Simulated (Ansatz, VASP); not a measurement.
# Two plane-wave programs on InSb

```xyz
2
Lattice="0.0000 3.1929 3.1929 3.1929 0.0000 3.1929 3.1929 3.1929 0.0000" Properties=species:S:1:pos:R:3 pbc="T T T"
In    0.0000    0.0000    0.0000
Sb    1.5964    1.5964    1.5964
```

Change from the starting cell: strained cell.

Alike in both runs: functional LDA; k mesh 10 × 10 × 10; occupations gaussian, width 0.1 eV; no spin polarisation.

Ansatz relaxed the structure, and its values are those at the end. VASP's run is a single point on that final structure, the one shown.

```csv
,VASP,Ansatz
version,VASP 6.6.1,Ansatz 0.2.0
potentials or method,"VASP PAW LDA potentials, release 64 (In_d, Sb), cutoff 500 eV","scalar-relativistic, plane waves, PAW"
valence electrons in the cell,18,28
```

|  | VASP | Ansatz | Ansatz less VASP |
| --- | --- | --- | --- |
| gap on the k mesh at the Fermi level (eV) | none | none | - |
| pressure (GPa) | 1.6 | 1.5 | -0.11 |

LDA's correlation is that of Perdew and Zunger in VASP and of Perdew and Wang (1992) in Ansatz. A gap of «none» marks a metal or a gap that the smearing closes. VASP's potentials hold 18 valence electrons a cell and Ansatz's 28, so a difference there can come from the potentials and not from the codes. Ansatz's warnings: stress scf threshold loose.

Spin-orbit coupling is off throughout.
